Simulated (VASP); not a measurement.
Wanted: the native input for a VASP 6.6.1 run.

```yaml
Task: relaxation of cell and atoms
Functional: PBE
Potentials_or_basis: VASP PAW PBE potentials, release 64 (Tl_d, Re)
Cutoff: 600 eV
k_mesh: 12 × 12 × 12
Occupations: gaussian, width 0.1 eV
Spin: no spin polarisation
Dipole_correction: no
Further_INCAR_settings: ALGO = Fast; EDIFF = 1e-07; IBRION = 2; EDIFFG = -0.01; NSW = 100; ISIF = 3
```

The structure of TlRe3 lies in POSCAR:

```
TlRe3
1.0
    4.0406962092      0.0000000000      0.0000000000
    0.0000000000      4.0406962092      0.0000000000
    0.0000000000      0.0000000000      4.0406962092
Tl Re
1 3
Direct
    0.0000000000      0.0000000000      0.0000000000
    0.0000000000      0.5000000000      0.5000000000
    0.5000000000      0.0000000000      0.5000000000
    0.5000000000      0.5000000000      0.0000000000
```

One way to write it, as run:

INCAR

```
SYSTEM = TlRe3
PREC     = Accurate       ! precision mode
ENCUT    = 600            ! plane-wave cutoff, eV
EDIFF    = 1E-7           ! SCF threshold, eV
ISMEAR   = 0              ! smearing method
SIGMA    = 0.1            ! smearing width, eV
LREAL    = .FALSE.        ! projectors in reciprocal space
LASPH    = .TRUE.         ! aspherical terms in the spheres
NELM     = 80             ! most SCF steps
ALGO     = Fast           ! electronic algorithm
ISIF     = 3              ! what is computed and relaxed
LWAVE    = .FALSE.        ! write WAVECAR
LCHARG   = .FALSE.        ! write CHGCAR
GGA      = PE             ! functional
IBRION   = 2              ! ionic algorithm
NSW      = 100            ! ionic steps
EDIFFG   = -0.01          ! ionic threshold
```

KPOINTS

```
Automatic mesh
0
G
  12 12 12
  0 0 0
```

Potentials or basis: VASP PAW PBE potentials, release 64 (Tl_d, Re).

Launch:

```bash
$ cat potpaw_PBE.64/Tl_d/POTCAR potpaw_PBE.64/Re/POTCAR > POTCAR
$ mpirun -np 1 vasp_std > vasp.out
```

It gave:

```
Relaxed volume                         : 16.47 Å³/atom
Relaxed cell                           : a = 4.039 Å, b = 4.039 Å, c = 4.039 Å, α = 90.00°, β = 90.00°, γ = 90.00°
Space group after relaxing (to 0.05 Å) : Pm-3m (No. 221)
Energy gained by relaxing              : 0.0 meV/atom
Ionic steps                            : 3
Pressure after relaxing                : 0.0 GPa
Band gap on the k mesh                 : zero (band 17 reaches 9.95 eV, above the bottom of band 18 at 8.23 eV)
```

Caveat: spin-orbit coupling is left out, which moves the levels of the heavy elements.

Wall time 6.6 min on 1 thread of Intel(R) Xeon(R) Platinum 8488C (Sapphire Rapids), on a shared host, peak memory 0.29 GiB.
